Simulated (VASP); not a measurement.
Write the native input for VASP 6.6.1 that does the following.

```yaml
Task: single point
Functional: PBEsol
Potentials_or_basis: VASP PAW PBE potentials, release 64 (Hf_pv, N)
Cutoff: 520 eV
k_mesh: 22 × 22 × 22
Occupations: gaussian, width 0.15 eV
Spin: no spin polarisation
Dipole_correction: no
Further_INCAR_settings: ALGO = Fast; EDIFF = 1e-06; NBANDS = 14
```

The structure of HfN lies in POSCAR:

```
HfN
1.0
    0.0000000000      2.7985642027      2.4335340893
    2.0685039759      0.0000000000      2.4335340893
    2.0685039759      2.7985642027      0.0000000000
Hf N
1 1
Direct
    0.0000000000      0.0000000000      0.0000000000
    0.7500000000      0.7500000000      0.7500000000
```

This cell differs from its parent crystal: strain -0.1500 x Voigt [1, -1, 0, 0, 0, 0].

These files were run (other wordings do the same):

INCAR

```
SYSTEM = HfN
ALGO     = Fast           ! electronic algorithm
EDIFF    = 1E-6           ! SCF threshold, eV
ENCUT    = 520            ! plane-wave cutoff, eV
GGA      = PS             ! functional
ISIF     = 2              ! what is computed and relaxed
ISMEAR   = 0              ! smearing method
LASPH    = .True.         ! aspherical terms in the spheres
LCHARG   = .False.        ! write CHGCAR
LREAL    = .False.        ! projectors in reciprocal space
LWAVE    = .False.        ! write WAVECAR
NBANDS   = 14             ! bands
NELM     = 100            ! most SCF steps
PREC     = Accurate       ! precision mode
SIGMA    = 0.15           ! smearing width, eV
```

KPOINTS

```
k-points
0
Gamma
  22 22 22
  0 0 0
```

Potentials or basis: VASP PAW PBE potentials, release 64 (Hf_pv, N).

Run with:

```bash
$ cat potpaw_PBE.64/Hf_pv/POTCAR potpaw_PBE.64/N/POTCAR > POTCAR
$ mpirun -np 1 vasp_std > vasp.out
```

Results of the run:

The pressure is -0.8 GPa. The band gap on the k mesh is zero (an odd number of electrons rules out a gap without spin polarisation).

Caveat: the cell differs from its parent crystal (strain -0.1500 x Voigt [1, -1, 0, 0, 0, 0]); the stress differs along the axes, from -19 to 11 GPa; the PAW data sets were made with another functional, which shifts forces and pressure a little; spin-orbit coupling is left out, which moves the levels of the heavy elements.

Wall time 13 min on 1 thread of Oxide Virtual Turin-like Processor, with other jobs on the host, peak memory 0.65 GiB.
